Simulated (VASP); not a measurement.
# CaAs2Pd2 (lda) (I4/mmm) in VASP: single point with LDA

Aim: the single point of CaAs2Pd2 (lda) with LDA.

Program: VASP 6.6.1. These are calculated values, not measurements. Logs are shortened: lines on timing, memory, paths and dates and some standing lists are left out, and cuts for length are marked.

**1. The cell of the first run**

Symmetry: I4/mmm, No. 139, tetragonal system. Conventional cell: a = 4.235 Å, b = 4.235 Å, c = 10.032 Å, α = 90.00°, β = 90.00°, γ = 90.00°. Ca (site symmetry 4/mmm) has 10 As at 3.23 to 3.80 Å and 8 Pd at 3.28 Å within 4.2 Å. As (site symmetry 4mm) has 1 As at 2.43 Å and 4 Pd at 2.48 Å within 3.2 Å. Pd (site symmetry -4m2) has 4 As at 2.48 Å and 4 Pd at 2.99 Å and 4 Ca at 3.28 Å within 3.3 Å.

**2. Single point, LDA**

Input file INCAR:

```
SYSTEM = CaAs2Pd2
ALGO = Normal ; EDIFF = 1E-7
ENCUT = 520 ; ISIF = 2
ISMEAR = 0 ; LASPH = .True.
LCHARG = .True. ; LELF = .True.
LREAL = .False. ; LVHAR = .True.
LWAVE = .False. ; NBANDS = 28
NELM = 100 ; PREC = Accurate
SIGMA = 0.1
```

Input file KPOINTS:

```
k-points
0
Gamma
  12 12 12
  0 0 0
```

Input file POSCAR:

```
CaAs2Pd2
1.0
   -2.1172978978      2.1172978978      5.0158291261
    2.1172978978     -2.1172978978      5.0158291261
    2.1172978978      2.1172978978     -5.0158291261
Ca As Pd
1 2 2
Direct
    0.0000000000      0.0000000000      0.0000000000
    0.3790682153      0.3790682153      0.0000000000
    0.6209317847      0.6209317847      0.0000000000
    0.7500000000      0.2500000000      0.5000000000
    0.2500000000      0.7500000000      0.5000000000
```

Potentials or basis: VASP PAW LDA potentials, release 64 (Ca_sv, As, Pd).

Launch:

```bash
$ cat potpaw_LDA.64/Ca_sv/POTCAR potpaw_LDA.64/As/POTCAR potpaw_LDA.64/Pd/POTCAR > POTCAR
$ mpirun -np 1 vasp_std > vasp.out
```

OUTCAR:

```text
SYSTEM = CaAs2Pd2
   EDIFF = 1E-7
   ENCUT = 520
   ISIF = 2
   ISMEAR = 0
   LASPH = .True.
   LREAL = .False.
   NELM = 100
   PREC = Accurate

 ion  position               nearest neighbor table
   1  0.000  0.000  0.000-   4 3.28   5 3.28   4 3.28   5 3.28   4 3.28   5 3.28   4 3.28   5 3.28

   2  0.379  0.379  0.000-   3 2.43   4 2.48   5 2.48   5 2.48   4 2.48
   3  0.621  0.621  0.000-   2 2.43   4 2.48   5 2.48   4 2.48   5 2.48
   4  0.750  0.250  0.500-   3 2.48   2 2.48   2 2.48   3 2.48   5 2.99   5 2.99   5 2.99   5 2.99
                             1 3.28   1 3.28   1 3.28   1 3.28
   5  0.250  0.750  0.500-   3 2.48   2 2.48   2 2.48   3 2.48   4 2.99   4 2.99   4 2.99   4 2.99
                             1 3.28   1 3.28   1 3.28   1 3.28

  LATTYP: Found a body centered tetragonal cell.
 ALAT       =     4.2345957956
 C/A-ratio  =     2.3689765768

  Lattice vectors:

 A1 = (  -2.1172978978,   2.1172978978,   5.0158291261)
 A2 = (   2.1172978978,  -2.1172978978,   5.0158291261)
 A3 = (   2.1172978978,   2.1172978978,  -5.0158291261)

Analysis of symmetry for initial positions (statically):
=====================================================================
 Subroutine PRICEL returns:
 Original cell was already a primitive cell.

 Routine SETGRP: Setting up the symmetry group for a
 body centered tetragonal supercell.

 Subroutine GETGRP returns: Found 16 space group operations
 (whereof 16 operations were pure point group operations)
 out of a pool of 16 trial point group operations.

The static configuration has the point symmetry D_4h.

Analysis of symmetry for dynamics (positions and initial velocities):
=====================================================================
 Subroutine PRICEL returns:
 Original cell was already a primitive cell.

 Routine SETGRP: Setting up the symmetry group for a
 body centered tetragonal supercell.

 Subroutine GETGRP returns: Found 16 space group operations
 (whereof 16 operations were pure point group operations)
 out of a pool of 16 trial point group operations.

The dynamic configuration has the point symmetry D_4h.

 Subroutine INISYM returns: Found 16 space group operations
 (whereof 16 operations are pure point group operations),
 and found     1 'primitive' translations

----------------------------------------------------------------------------------------

                                     Primitive cell

  volume of cell :      89.9429

[... 92 lines left out ...]
   ENCUT  =  520.0 eV  38.22 Ry    6.18 a.u.  10.86 10.86 10.86*2*pi/ulx,y,z
   NELM   =    100;   NELMIN=  2; NELMDL= -5     # of ELM steps
   EDIFF  = 0.1E-06   stopping-criterion for ELM
   LREAL  =      F    real-space projection
   EDIFFG = 0.1E-05   stopping-criterion for IOM
   NSW    =      0    number of steps for IOM
   IBRION =     -1    ionic relax: 0-MD 1-quasi-New 2-CG
   NFREE  =      0    steps in history (QN), initial steepest desc. (CG)
   ISIF   =      2    stress and relaxation
   ISYM   =      2    0-nonsym 1-usesym 2-fastsym
   POTIM  = 0.5000    time-step for ionic-motion
   TEBEG  =    0.0;   TEEND  =   0.0 temperature during run
   PSTRESS=    0.0 pullay stress
   NELECT =      40.0000    total number of electrons
   NUPDOWN=      -1.0000    fix difference up-down
   EMIN   =  10.00;   EMAX   =-10.00  energy-range for DOS
   EFERMI =   0.00;   METHOD = LEGACY
   ISMEAR =     0;   SIGMA  =   0.10  broadening in eV -4-tet -1-fermi 0-gaus
   EFERMI_NEDOS =   21; number of points for ismear=-14 and -15
   IALGO  =     38    algorithm
   IMIX   =      4    mixing-type and parameters
     AMIX     =   0.40;   BMIX     =  1.00
     AMIX_MAG =   1.60;   BMIX_MAG =  1.00
  volume/ion in A,a.u.               =      17.99       121.39
  Fermi-wavevector in a.u.,A,eV,Ry     =   1.249605  2.361410 21.245655  1.561512
  Thomas-Fermi vector in A             =   2.383637
   LORBIT       =      0    0 simple, 1 ext, 2 COOP (PROOUT), +10 PAW based schemes
   GGA     = CA    functional components
   LHFCALC =     F    Hartree Fock is set to
   AEXX    =    0.0000 exact exchange contribution
   IVDW    =     0    specifies the selected vdW correction
   LEPSILON=     F    determine dielectric tensor
   LRPA    =     F    only Hartree local field effects (RPA)
 non-spin polarized calculation
 Gauss-broadening in eV      SIGMA  =   0.10
  energy-cutoff  :      520.00
  volume of cell :       89.94
 maximum number of plane-waves:      2446
 NGX is ok and might be reduce to    48
   NGX = 21   NGY = 21   NGZ = 21

 number of electron      40.0000001 magnetization

 Free energy of the ion-electron system (eV)
  ---------------------------------------------------
  ext. energy  EPLUGINS =         0.00000000
  ---------------------------------------------------
  free energy    TOTEN  =       -29.92593319 eV

  energy without entropy =      -29.91813876  energy(sigma->0) =      -29.92203597

 E-fermi :   7.4750     XC(G=0): -11.4715

 val. band max:        7.4724045459   @ k =   0.0833  -0.0000   0.0000
 cond. band min:       7.4837667582   @ k =  -0.0833  -0.2500   0.0833
 fundamental gap:      0.0113622123
 Fermi energy:         7.4750042423

 k-point     1 :       0.0000    0.0000    0.0000
  band No.  band energies     occupation
      1     -33.0582      2.00000
      2     -14.3958      2.00000
      3     -14.3958      2.00000
      4     -14.3820      2.00000
      5      -6.0862      2.00000
      6      -3.2683      2.00000
[... 733 lines left out ...]
     27      11.8675      0.00000
     28      12.3771      0.00000

 [... further k-points ...]
[... 5 lines left out ...]
  --------------------------------------------------------------------------------------
  -------------------------------------------------------------------------------------
  Total        0.2796731      0.2796731      0.3264287      0.0000000      0.0000000      0.0000000
  in kB        4.9818959      4.9818959      5.8147667      0.0000000      0.0000000      0.0000000
  external PRESSURE =       5.2595195 kB  Pullay stress =       0.0000000 kB

 VOLUME and BASIS-vectors are now :
 -----------------------------------------------------------------------------
  energy-cutoff  :      520.00
  volume of cell :       89.94
      direct lattice vectors                 reciprocal lattice vectors
    -2.117297898  2.117297898  5.015829126     0.000000000  0.236150048  0.099684417
     2.117297898 -2.117297898  5.015829126     0.236150048  0.000000000  0.099684417
     2.117297898  2.117297898 -5.015829126     0.236150048  0.236150048  0.000000000

 POSITION                                       TOTAL-FORCE (eV/Angst)
 -----------------------------------------------------------------------------------
      0.00000      0.00000      0.00000         0.000000      0.000000     -0.000000
      0.00000      0.00000      3.80268        -0.000000     -0.000000      0.013906
      0.00000      0.00000      6.22898        -0.000000     -0.000000     -0.013906
      0.00000      2.11730      2.50791         0.000000      0.000000     -0.000000
      2.11730      0.00000      2.50791         0.000000      0.000000      0.000000
 -----------------------------------------------------------------------------------
    total drift:                                0.000000     -0.000000      0.000000

  FREE ENERGIE OF THE ION-ELECTRON SYSTEM (eV)
  ---------------------------------------------------
  free  energy   TOTEN  =       -29.9259331919 eV

  energy  without entropy=      -29.9181387559  energy(sigma->0) =      -29.92203597
```

OSZICAR:

```text
N       E                     dE             d eps       ncg     rms          rms(c)
DAV:   1     0.268331119960E+03    0.26833E+03   -0.19175E+04  9128   0.136E+03
DAV:   2    -0.171028881229E+02   -0.28543E+03   -0.27656E+03  9776   0.321E+02
DAV:   3    -0.301013277176E+02   -0.12998E+02   -0.12773E+02 12428   0.639E+01
DAV:   4    -0.305695771594E+02   -0.46825E+00   -0.46664E+00 14364   0.989E+00
DAV:   5    -0.305744934769E+02   -0.49163E-02   -0.49150E-02 11600   0.103E+00    0.131E+01
DAV:   6    -0.301230366375E+02    0.45146E+00   -0.36500E+00 11284   0.139E+01    0.741E+00
DAV:   7    -0.299710625823E+02    0.15197E+00   -0.80840E-01 11252   0.722E+00    0.424E+00
DAV:   8    -0.299286286690E+02    0.42434E-01   -0.84800E-02 10544   0.198E+00    0.424E-01
DAV:   9    -0.299259535074E+02    0.26752E-02   -0.11331E-02 11152   0.702E-01    0.205E-01
DAV:  10    -0.299259412109E+02    0.12297E-04   -0.14644E-03 12048   0.238E-01    0.952E-02
DAV:  11    -0.299259359448E+02    0.52661E-05   -0.22556E-04 11724   0.959E-02    0.178E-02
DAV:  12    -0.299259336470E+02    0.22978E-05   -0.31310E-05 11360   0.404E-02    0.784E-03
DAV:  13    -0.299259331851E+02    0.46190E-06   -0.41536E-06 11232   0.151E-02    0.266E-03
DAV:  14    -0.299259331919E+02   -0.67980E-08   -0.31409E-07 10224   0.267E-03
   1 F= -.29925933E+02 E0= -.29922036E+02  d E =-.779444E-02
```

stdout:

```text
POSCAR found type information on POSCAR CaAsPd
 POSCAR found :  3 types and       5 ions
 scaLAPACK will be used
 LDA part: xc-table for (Slater(with rela. corr.)+CA(PZ))
 , standard interpolation
 POSCAR, INCAR and KPOINTS ok, starting setup
 FFT: planning ... GRIDC
 FFT: planning ... GRID_SOFT
 FFT: planning ... GRID
 WAVECAR not read
 entering main loop
```

It took 21 min on 1 thread of AMD EPYC 7R43 (Zen 3), shared host; peak memory 0.54 GiB.

Results:

```yaml
Free_energy: -29.9259 eV
Pressure: 0.5 GPa
Largest_force: 0.014 eV/Å
Band_gap_on_the_k_mesh: zero (band 20 reaches 8.82 eV, above the bottom of band 21 at 6.63 eV)
```

Forces in eV/Å, atoms in the order of the input:
```
Ca   0.000  0.000  0.000
As   0.000  0.000  0.014
As   0.000  0.000 -0.014
Pd   0.000  0.000  0.000
Pd   0.000  0.000  0.000
```

Levels at points of the mesh, in eV from the Fermi level:
```csv
k point,band 17,band 18,band 19,band 20,band 21,band 22,band 23,band 24
"(0.00, 0.00, 0.00)",-1.50,-1.50,-1.39,0.49,0.49,0.62,1.70,3.34
"(0.50, 0.00, 0.00)",-3.04,-2.05,-0.62,0.52,1.33,1.55,2.69,2.94
"(0.50, 0.50, 0.00)",-2.72,-2.52,-1.40,-1.13,-0.77,1.10,3.45,3.97
"(0.50, 0.50, 0.50)",-1.81,-1.39,-0.44,0.78,1.36,1.96,2.68,2.68
```
